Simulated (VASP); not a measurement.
Write the native input for VASP 6.6.1 that does the following.

* Task: single point
* Functional: PBE
* Potentials or basis: VASP PAW PBE potentials, release 64 (Ag, Bi_d, Te, Se)
* Cutoff: 520 eV
* k mesh: 6 × 6 × 4
* Occupations: fermi-dirac, width 0.05 eV
* Spin: no spin polarisation
* Dipole correction: no
* Further INCAR settings: ALGO = Normal; EDIFF = 1e-06; NBANDS = 27

The structure of AgBiTeSe lies in POSCAR:

```
AgBiTeSe
1.0
    4.2756085574      0.0000000000      0.0000000000
    0.0000000000      4.2756085574      0.0000000000
    0.0000000000      0.0000000000      6.4021804674
Ag Bi Te Se
1 1 1 1
Direct
    0.0000000000      0.0000000000      0.0000000000
    0.5000000000      0.5000000000      0.5000000000
    0.5000000000      0.5000000000      0.0000000000
    0.0000000000      0.0000000000      0.5000000000
```

One way to write it, as run:

INCAR

```
PREC = Accurate
ENCUT = 520
EDIFF = 1E-6
ISMEAR = -1
SIGMA = 0.05
LREAL = F
LASPH = T
NELM = 60
ALGO = Normal
ISIF = 2
LWAVE = F
LCHARG = T
GGA = PE
LELF = T
LVHAR = T
NBANDS = 27
```

KPOINTS

```
Automatic mesh
0
Gamma
  6 6 4
```

Potentials or basis: VASP PAW PBE potentials, release 64 (Ag, Bi_d, Te, Se).

Launch:

```bash
$ cat potpaw_PBE.64/Ag/POTCAR potpaw_PBE.64/Bi_d/POTCAR potpaw_PBE.64/Te/POTCAR potpaw_PBE.64/Se/POTCAR > POTCAR
$ mpirun -np 1 vasp_std > vasp.out
```

It gave:

```
Pressure               : -2.6 GPa
Band gap on the k mesh : zero (bands 19 and 20 overlap by 0.57 eV)
```

Caveat: spin-orbit coupling is left out, which moves the levels of the heavy elements.

Run time: 62 s on 1 thread of Intel(R) Xeon(R) Platinum 8259CL CPU @ 2.50GHz (Skylake/Cascade Lake), with other jobs on the host, peak memory 0.29 GiB.
